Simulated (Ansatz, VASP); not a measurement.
## One calculation of W, two programs

```xyz
1
Lattice="-1.5682 1.5682 1.5682 1.5682 -1.5682 1.5682 1.5682 1.5682 -1.5682" Properties=species:S:1:pos:R:3 pbc="T T T"
W     0.0000    0.0000    0.0000
```

Alike in both runs: task single point; functional PBE; k mesh 13 × 13 × 13; no spin polarisation.

|  | VASP | Ansatz |
| --- | --- | --- |
| version | VASP 6.6.1 | Ansatz 0.2.0 |
| potentials or method | VASP PAW PBE potentials, release 64 (W_sv), cutoff 520 eV | plane waves, PAW |
| occupations | fermi-dirac, width 0.1 eV | fermi-dirac |
| valence electrons in the cell | 14 | 14 |

|  | VASP | Ansatz | Ansatz less VASP |
| --- | --- | --- | --- |
| pressure (GPa) | 15.5 | 14.8 | -0.70 |

Spin-orbit coupling is off throughout.
